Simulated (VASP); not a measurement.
# HfC (P-6m2) in VASP: further runs, part 2 of 2

VASP 6.6.1. The steps go on from the part before.

## Step 3: Single point, r2SCAN (13.61 Å³/atom)

This run uses another cell than the first one, of 13.61 Å³/atom.

Contents of POSCAR:

```
HfC
1.0
    3.2757756073      0.0000000000      0.0000000000
   -1.6378878037      2.8369048930      0.0000000000
    0.0000000000      0.0000000000      2.9282963613
Hf C
1 1
Direct
    0.0000000000      0.0000000000      0.0000000000
    0.6666666667      0.3333333333      0.5000000000
```

Contents of INCAR.step1:

```
SYSTEM = HfC
PREC     = Accurate       ! precision mode
ENCUT    = 520            ! plane-wave cutoff, eV
ISMEAR   = 0              ! smearing method
SIGMA    = 0.05           ! smearing width, eV
LREAL    = .FALSE.        ! projectors in reciprocal space
LASPH    = .TRUE.         ! aspherical terms in the spheres
NELM     = 100            ! most SCF steps
NBANDS   = 14             ! bands
GGA      = PE             ! functional
ALGO     = Normal         ! electronic algorithm
EDIFF    = 1E-4           ! SCF threshold, eV
LWAVE    = .TRUE.         ! write WAVECAR
LCHARG   = .FALSE.        ! write CHGCAR
```

Contents of INCAR.step2:

```
SYSTEM = HfC
PREC     = Accurate       ! precision mode
ENCUT    = 520            ! plane-wave cutoff, eV
EDIFF    = 1E-6           ! SCF threshold, eV
ISMEAR   = 0              ! smearing method
SIGMA    = 0.05           ! smearing width, eV
LREAL    = .FALSE.        ! projectors in reciprocal space
LASPH    = .TRUE.         ! aspherical terms in the spheres
NELM     = 100            ! most SCF steps
ALGO     = Normal         ! electronic algorithm
ISIF     = 2              ! what is computed and relaxed
LWAVE    = .FALSE.        ! write WAVECAR
LCHARG   = .FALSE.        ! write CHGCAR
METAGGA  = R2SCAN         ! meta-GGA
LMIXTAU  = .TRUE.       
NBANDS   = 14             ! bands
ISTART   = 1
```

Contents of KPOINTS:

```
Automatic mesh
0
G
  12 12 12
  0 0 0
```

Potentials or basis: VASP PAW PBE potentials, release 64 (Hf_pv, C).

Run with:

```
$ cat potpaw_PBE.64/Hf_pv/POTCAR potpaw_PBE.64/C/POTCAR > POTCAR
$ cp INCAR.step1 INCAR
$ mpirun -np 1 vasp_std > vasp.out
$ cp INCAR.step2 INCAR
$ mpirun -np 1 vasp_std > vasp.out
```

OUTCAR:

```text
SYSTEM = HfC
   PREC = Accurate
   ENCUT = 520
   EDIFF = 1E-6
   ISMEAR = 0
   LREAL = .FALSE.
   LASPH = .TRUE.
   NELM = 100
   ISIF = 2
   METAGGA = R2SCAN
   ISTART = 1

 ion  position               nearest neighbor table
   1  0.000  0.000  0.000-   2 2.39   2 2.39   2 2.39   2 2.39   2 2.39   2 2.39
   2  0.667  0.333  0.500-   1 2.39   1 2.39   1 2.39   1 2.39   1 2.39   1 2.39

  LATTYP: Found a hexagonal cell.
 ALAT       =     3.2757756073
 C/A-ratio  =     0.8939245884

  Lattice vectors:

 A1 = (   3.2757756073,   0.0000000000,   0.0000000000)
 A2 = (  -1.6378878037,   2.8369048930,   0.0000000000)
 A3 = (   0.0000000000,   0.0000000000,   2.9282963613)

Analysis of symmetry for initial positions (statically):
=====================================================================
 Subroutine PRICEL returns:
 Original cell was already a primitive cell.

 Routine SETGRP: Setting up the symmetry group for a
 hexagonal supercell.

 Subroutine GETGRP returns: Found 12 space group operations
 (whereof 12 operations were pure point group operations)
 out of a pool of 24 trial point group operations.

The static configuration has the point symmetry D_3h.

Analysis of symmetry for dynamics (positions and initial velocities):
=====================================================================
 Subroutine PRICEL returns:
 Original cell was already a primitive cell.

 Routine SETGRP: Setting up the symmetry group for a
 hexagonal supercell.

 Subroutine GETGRP returns: Found 12 space group operations
 (whereof 12 operations were pure point group operations)
 out of a pool of 24 trial point group operations.

The dynamic configuration has the point symmetry D_3h.

 Subroutine INISYM returns: Found 12 space group operations
 (whereof 12 operations are pure point group operations),
 and found     1 'primitive' translations

----------------------------------------------------------------------------------------

                                     Primitive cell

  volume of cell :      27.2128

  direct lattice vectors                    reciprocal lattice vectors
     3.275775607  0.000000000  0.000000000     0.305271215  0.176248418  0.000000000
    -1.637887804  2.836904893  0.000000000     0.000000000  0.352496836  0.000000000
     0.000000000  0.000000000  2.928296361     0.000000000  0.000000000  0.341495490

  length of vectors
     3.275775607  3.275775607  2.928296361     0.352496836  0.352496836  0.341495490

  position of ions in fractional coordinates (direct lattice)
     0.000000000  0.000000000  0.000000000
     0.666666667  0.333333333  0.500000000

  ion indices of the primitive-cell ions
   primitive index   ion index
                 1           1
                 2           2

----------------------------------------------------------------------------------------

 KPOINTS: Automatic mesh

Automatic generation of k-mesh.
 Grid dimensions read from file:
 generate k-points for:   12   12   12

 Generating k-lattice:

  Cartesian coordinates                     Fractional coordinates (reciprocal lattice)
     0.025439268  0.014687368  0.000000000     0.083333333 -0.000000000  0.000000000
     0.000000000  0.029374736  0.000000000     0.000000000  0.083333333  0.000000000
     0.000000000  0.000000000  0.028457957     0.000000000  0.000000000  0.083333333

[... 39 lines left out ...]
   number of dos      NEDOS =    301   number of ions     NIONS =      2
   total plane-waves  NPLWV =  13824
   dimension x,y,z NGX =    24 NGY =   24 NGZ =   24
   dimension x,y,z NGXF=    48 NGYF=   48 NGZF=   48
   ions per type =               1   1
   NGX,Y,Z   is equivalent  to a cutoff of  12.18, 12.18, 13.63 a.u.
   NGXF,Y,Z  is equivalent  to a cutoff of  24.36, 24.36, 27.25 a.u.
 SYSTEM =  HfC
   PREC   = accura    normal or accurate (medium, high low for compatibility)
   ISTART =      1    job   : 0-new  1-cont  2-samecut
   ICHARG =      0    charge: 1-file 2-atom 10-const
   ISPIN  =      1    spin polarized calculation?
   LNONCOLLINEAR =      F non collinear calculations
   LSORBIT =      F    spin-orbit coupling
   LASPH  =      T    aspherical Exc in radial PAW
   ENCUT  =  520.0 eV  38.22 Ry    6.18 a.u.   6.09  6.09  5.44*2*pi/ulx,y,z
   NELM   =    100;   NELMIN=  2; NELMDL=  0     # of ELM steps
   EDIFF  = 0.1E-05   stopping-criterion for ELM
   LREAL  =      F    real-space projection
   EDIFFG = 0.1E-04   stopping-criterion for IOM
   NSW    =      0    number of steps for IOM
   IBRION =     -1    ionic relax: 0-MD 1-quasi-New 2-CG
   NFREE  =      0    steps in history (QN), initial steepest desc. (CG)
   ISIF   =      2    stress and relaxation
   ISYM   =      2    0-nonsym 1-usesym 2-fastsym
   POTIM  = 0.5000    time-step for ionic-motion
   TEBEG  =    0.0;   TEEND  =   0.0 temperature during run
   PSTRESS=    0.0 pullay stress
   NELECT =      14.0000    total number of electrons
   NUPDOWN=      -1.0000    fix difference up-down
   EMIN   =  10.00;   EMAX   =-10.00  energy-range for DOS
   EFERMI =   0.00;   METHOD = LEGACY
   ISMEAR =     0;   SIGMA  =   0.05  broadening in eV -4-tet -1-fermi 0-gaus
   EFERMI_NEDOS =   21; number of points for ismear=-14 and -15
   IALGO  =     38    algorithm
   IMIX   =      4    mixing-type and parameters
     AMIX     =   0.40;   BMIX     =  1.00
     AMIX_MAG =   1.60;   BMIX_MAG =  1.00
  volume/ion in A,a.u.               =      13.61        91.82
  Fermi-wavevector in a.u.,A,eV,Ry     =   1.311776  2.478896 23.412294  1.720755
  Thomas-Fermi vector in A             =   2.442214
   LORBIT       =      0    0 simple, 1 ext, 2 COOP (PROOUT), +10 PAW based schemes
   METAGGA = R2SCAN    functional components
   LHFCALC =     F    Hartree Fock is set to
   AEXX    =    0.0000 exact exchange contribution
   IVDW    =     0    specifies the selected vdW correction
   LEPSILON=     F    determine dielectric tensor
   LRPA    =     F    only Hartree local field effects (RPA)
 non-spin polarized calculation
 Gauss-broadening in eV      SIGMA  =   0.05
  energy-cutoff  :      520.00
  volume of cell :       27.21
 maximum number of plane-waves:       753
   NGX = 13   NGY = 13   NGZ = 11

 number of electron      13.9999998 magnetization

 Free energy of the ion-electron system (eV)
  ---------------------------------------------------
  ext. energy  EPLUGINS =         0.00000000
  ---------------------------------------------------
  free energy    TOTEN  =       -55.68709717 eV

  energy without entropy =      -55.68674895  energy(sigma->0) =      -55.68692306

 E-fermi :   5.2298     XC(G=0): -12.5796

 val. band max:        5.2184323029   @ k =   0.3333   0.0000   0.0000
 cond. band min:       5.2350317224   @ k =   0.4167   0.0000   0.0000
 fundamental gap:      0.0165994195
 Fermi energy:         5.2298236184

 k-point     1 :       0.0000    0.0000    0.0000
  band No.  band energies     occupation
      1     -25.9197      2.00000
      2     -25.9196      2.00000
      3     -25.5039      2.00000
      4      -7.2356      2.00000
      5       3.5899      2.00000
      6       3.5899      2.00000
      7       4.2884      2.00000
      8       6.9650      0.00000
      9      10.3680      0.00000
     10      11.4771      0.00000
     11      11.4771      0.00000
     12      12.1576      0.00000
     13      12.1576      0.00000
     14      17.6098      0.00000
[... 377 lines left out ...]
      1     -26.3045      2.00000
      2     -26.0027      2.00000
      3     -25.5204      2.00000
      4      -5.4730      2.00000
      5       0.9943      2.00000
      6       4.5305      2.00000
      7       4.7903      2.00000
      8       5.4211      0.00000
      9      10.3509      0.00000
     10      10.5993      0.00000
     11      12.2689      0.00000
     12      12.8183      0.00000
     13      15.0710      0.00000
     14      17.6120      0.00000

 [... further k-points ...]

------------------------ aborting loop because EDIFF is reached ----------------------------------------

  FORCE on cell =-STRESS in cart. coord.  units (eV):
  Direction    XX          YY          ZZ          XY          YZ          ZX
  --------------------------------------------------------------------------------------
  -------------------------------------------------------------------------------------
  Total       -1.4633829     -1.4633829     -1.5370868      0.0000000      0.0000000      0.0000000
  in kB      -86.1578020    -86.1578020    -90.4971749      0.0000000      0.0000000      0.0000000
  external PRESSURE =     -87.6042596 kB  Pullay stress =       0.0000000 kB

 VOLUME and BASIS-vectors are now :
 -----------------------------------------------------------------------------
  energy-cutoff  :      520.00
  volume of cell :       27.21
      direct lattice vectors                 reciprocal lattice vectors
     3.275775607  0.000000000  0.000000000     0.305271215  0.176248418  0.000000000
    -1.637887804  2.836904893  0.000000000     0.000000000  0.352496836  0.000000000
     0.000000000  0.000000000  2.928296361     0.000000000  0.000000000  0.341495490

 POSITION                                       TOTAL-FORCE (eV/Angst)
 -----------------------------------------------------------------------------------
      0.00000      0.00000      0.00000         0.000000     -0.000000      0.000000
      1.63789      0.94563      1.46415        -0.000000      0.000000      0.000000
 -----------------------------------------------------------------------------------
    total drift:                               -0.000000      0.000000      0.000000

  FREE ENERGIE OF THE ION-ELECTRON SYSTEM (eV)
  ---------------------------------------------------
  free  energy   TOTEN  =       -55.6870971686 eV

  energy  without entropy=      -55.6867489541  energy(sigma->0) =      -55.68692306
```

Wall time 1.7 min (1 thread of Intel Xeon 8259CL, shared host); peak memory 0.18 GiB.

Results:

- Free energy: -55.6871 eV
- Pressure: -8.8 GPa
- Band gap on the k mesh: zero (bands 7 and 8 overlap by 0.05 eV)

Stress tensor (GPa, compression positive):
```
-8.62  0.00  0.00
 0.00 -8.62  0.00
 0.00  0.00 -9.05
```

Caveat: the cell stands under tension; the PAW data sets were made with another functional, which shifts forces and pressure a little; spin-orbit coupling is left out, which moves the levels of the heavy elements.

The gap in the log of VASP goes by the Fermi energy; the results here count the filled bands.